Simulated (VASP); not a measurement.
## BeS2: single point with PBE

Crystal: BeS2.

```
Be S
1.0
     4.68517    0.00000    0.00000
     0.00000    4.68517    0.00000
     0.00000    0.00000    4.68517
Be S
2 4
Direct
  0.00000 0.00000 0.00000
  0.50000 0.50000 0.50000
  0.25000 0.25000 0.25000
  0.25000 0.75000 0.75000
  0.75000 0.75000 0.25000
  0.75000 0.25000 0.75000
```

* Program: VASP 6.6.1
* Task: single point
* Functional: PBE
* Potentials or basis: VASP PAW PBE potentials, release 64 (Be, S)
* Cutoff: 520 eV
* k mesh: 8 × 8 × 8
* Occupations: gaussian, width 0.1 eV
* Spin: no spin polarisation

```
Pressure               : 0.0 GPa
Band gap on the k mesh : zero (band 14 reaches 4.46 eV, above the bottom of band 15 at 3.27 eV)
```

Levels at points of the mesh, in eV from the Fermi level:
| k point | band 11 | band 12 | band 13 | band 14 | band 15 | band 16 | band 17 | band 18 |
| --- | --- | --- | --- | --- | --- | --- | --- | --- |
| (0.00, 0.00, 0.00) | -0.61 | -0.61 | -0.61 | 0.86 | 0.86 | 0.86 | 3.78 | 3.78 |
| (0.50, 0.00, 0.00) | -1.75 | -1.75 | -0.50 | -0.50 | -0.32 | -0.32 | 5.18 | 5.18 |
| (0.50, 0.50, 0.00) | -1.99 | -1.99 | -0.25 | -0.25 | 0.49 | 0.49 | 5.87 | 5.87 |
| (0.50, 0.50, 0.50) | -1.22 | 0.43 | 0.43 | 0.68 | 0.68 | 0.68 | 4.98 | 5.45 |

Wall time 46 s on 1 thread of Intel(R) Xeon(R) Platinum 8559C (Emerald Rapids) (shared host), peak memory 0.23 GiB.
